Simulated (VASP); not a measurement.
Input of a VASP 6.6.1 run:

File INCAR:

```
SYSTEM = Ta2Ru
PREC = Accurate ; ENCUT = 520
EDIFF = 1E-7 ; ISMEAR = 0
SIGMA = 0.1 ; LREAL = .False.
LASPH = .True. ; NELM = 150
ALGO = Normal ; ISIF = 2
LWAVE = .False. ; LCHARG = .True.
ISPIN = 2 ; MAGMOM = 0 0 1
LORBIT = 11 ; LMAXMIX = 4
GGA = PE ; LELF = .True.
LVHAR = .True. ; NBANDS = 29
```

Contents of KPOINTS:

```
Automatic mesh
0
Gamma
  8 8 8
  0 0 0
```

File POSCAR:

```
Ta2Ru
1.0
   -1.6028452275      1.6028452275      4.8869731230
    1.6028452275     -1.6028452275      4.8869731230
    1.6028452275      1.6028452275     -4.8869731230
Ta Ru
2 1
Direct
    0.6625363915      0.6625363915      0.0000000000
    0.3374636085      0.3374636085      0.0000000000
    0.0000000000      0.0000000000      0.0000000000
```

Potentials or basis: VASP PAW PBE potentials, release 64 (Ta_pv, Ru_pv).

Command:

```bash
$ cat potpaw_PBE.64/Ta_pv/POTCAR potpaw_PBE.64/Ru_pv/POTCAR > POTCAR
$ mpirun -np 1 vasp_std > vasp.out
```

(1) What does it give for the pressure?

(2) What does it give for the band gap on the k mesh?

(3) Estimate the net moment.

## Answers

(1) 0.1 GPa.

(2) zero (filled and empty bands overlap).

(3) 0.00 μB per cell.

Caveat: spin-orbit coupling is left out, which moves the levels of the heavy elements.
